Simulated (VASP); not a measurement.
Ir: single point with r2SCAN

The system is Ir.

```
Ir
1.0
     0.00000    1.94600    1.86816
     1.94600    0.00000    1.86816
     1.94600    1.94600    0.00000
Ir
1
Cartesian
  0.0000 0.0000 0.0000
```

This cell differs from its parent crystal: ratio of the length along z to the lengths across it x 0.96, volume and fractional coordinates fixed.

* Program: VASP 6.6.1
* Task: single point
* Functional: r2SCAN
* Potentials or basis: VASP PAW PBE potentials, release 64 (Ir)
* Cutoff: 520 eV
* k mesh: 24 × 24 × 24
* Occupations: gaussian, width 0.15 eV
* Spin: no spin polarisation
* Dipole correction: no
* Further INCAR settings: ALGO = Normal; EDIFF = 1e-07; NBANDS = 10

| Property | Result |
| --- | --- |
| Pressure | 4.4 GPa |

Stress tensor (GPa, compression positive):
```
-0.75  0.00  0.00
 0.00 -0.75  0.00
 0.00  0.00 14.77
```

Levels at points of the mesh, in eV from the Fermi level:
| k point | band 1 | band 2 | band 3 | band 4 | band 5 | band 6 | band 7 | band 8 |
| --- | --- | --- | --- | --- | --- | --- | --- | --- |
| (0.00, 0.00, 0.00) | -11.53 | -4.16 | -4.16 | -3.63 | -1.65 | -0.95 | 15.13 | 20.52 |
| (0.50, 0.00, 0.00) | -8.41 | -4.44 | -3.85 | -0.70 | 0.77 | 1.10 | 7.68 | 14.69 |
| (0.50, 0.50, 0.00) | -8.17 | -7.66 | 0.81 | 1.60 | 1.60 | 2.41 | 11.82 | 11.82 |
| (0.50, 0.00, 0.50) | -8.23 | -7.59 | 0.83 | 1.29 | 1.48 | 1.81 | 10.70 | 12.36 |

Wall time 3.5 min on 1 thread of Intel(R) Xeon(R) 6975P-C (Granite Rapids), with other jobs on the host, peak memory 0.27 GiB.

Caveat: the PAW data sets were made with another functional, which shifts forces and pressure a little; spin-orbit coupling is left out, which moves the levels of the heavy elements.
